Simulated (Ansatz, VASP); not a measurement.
**Ge: VASP beside Ansatz**

```
Ge
1.0
     1.45768   -2.54172    0.00000
     1.45768    2.54172    0.00000
     0.00000    0.00000    4.63109
Ge
2
Direct
  0.33345 0.66655 0.25000
  0.66655 0.33345 0.75000
```

Alike in both runs: task single point; functional r2SCAN; k mesh 10 × 10 × 6; occupations fermi-dirac, width 0.05 eV; no spin polarisation.

|  | VASP | Ansatz |
| --- | --- | --- |
| version | VASP 6.6.1 | Ansatz 0.2.0 |
| potentials or method | VASP PAW PBE potentials, release 64 (Ge_d) | Ansatz PAW |
| plane-wave cutoff (eV) | 520 | 500 |
| valence electrons in the cell | 28 | 28 |

VASP gave:

```
gap on the k mesh at the Fermi level (eV)                     : none
pressure (GPa)                                                : 7.4
traceless stress, the component that is largest in VASP (GPa) : 2.18
```

What did Ansatz give for the same quantities?

gap on the k mesh at the Fermi level (eV): none; pressure (GPa): 7.7; traceless stress, the component that is largest in VASP (GPa): 2.19.

VASP's potentials were made for PBE, not for r2SCAN. A gap of «none» marks a metal or a gap that the smearing closes.
